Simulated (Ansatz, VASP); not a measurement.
## Two plane-wave programs on KF

INCAR

```
  PREC = Accurate
  ENCUT = 520
  EDIFF = 1E-7
  ISMEAR = 0
  SIGMA = 0.05
  LREAL = F
  LASPH = T
  NELM = 60
  ALGO = Normal
  ISIF = 2
  LWAVE = F
  LCHARG = F
  GGA = CA
  NBANDS = 15
```

The input KPOINTS:

```
regular mesh
0
Gamma
  8 8 8
```

POSCAR

```
KF
1.0
    0.0280265857      2.6230808215      2.6230808215
    2.6230808215      0.0280265857      2.6230808215
    2.6230808215      2.6230808215      0.0280265857
K F
1 1
Direct
    0.0000000000      0.0000000000      0.0000000000
    0.5000000000      0.5000000000      0.5000000000
```

Input for Ansatz:

```yaml
crystal:
  lattice:
    - [0.0280265857, 2.6230808215, 2.6230808215]
    - [2.6230808215, 0.0280265857, 2.6230808215]
    - [2.6230808215, 2.6230808215, 0.0280265857]
  atoms:
    - { symbol: K, position: [0.0, 0.0, 0.0] }
    - { symbol: F, position: [0.5, 0.5, 0.5] }
basis:
  ecutwfc: 520.0
kpoints:
  mp_grid: { grid: [8, 8, 8] }
hamiltonian:
  xc: lda
scf:
  occupations: { method: gaussian, width: 0.05 }
output:
  forces: true
  stress: true
  eigenvalues: true
```

Alike in both runs: task single point; functional LDA; k mesh 8 × 8 × 8; occupations gaussian, width 0.05 eV; no spin polarisation.

```csv
,VASP,Ansatz
version,VASP 6.6.1,Ansatz 0.2.0
potentials or method,"VASP PAW LDA potentials, release 64 (K_sv, F), cutoff 520 eV","scalar-relativistic, plane waves, PAW"
valence electrons in the cell,16,16
```

Ansatz gave:

| Item | Value |
| --- | --- |
| gap on the k mesh at the Fermi level (eV) | 6.18 |
| least direct gap on the mesh (eV) | 6.18 |
| pressure (GPa) | -1.3 |
| traceless stress, the component that is largest in VASP (GPa) | -0.16 |

Task: Estimate VASP's values.

Result: gap on the k mesh at the Fermi level (eV): 6.16; least direct gap on the mesh (eV): 6.16; pressure (GPa): -1.1; traceless stress, the component that is largest in VASP (GPa): -0.16.

LDA's correlation is that of Perdew and Zunger in VASP and of Perdew and Wang (1992) in Ansatz.
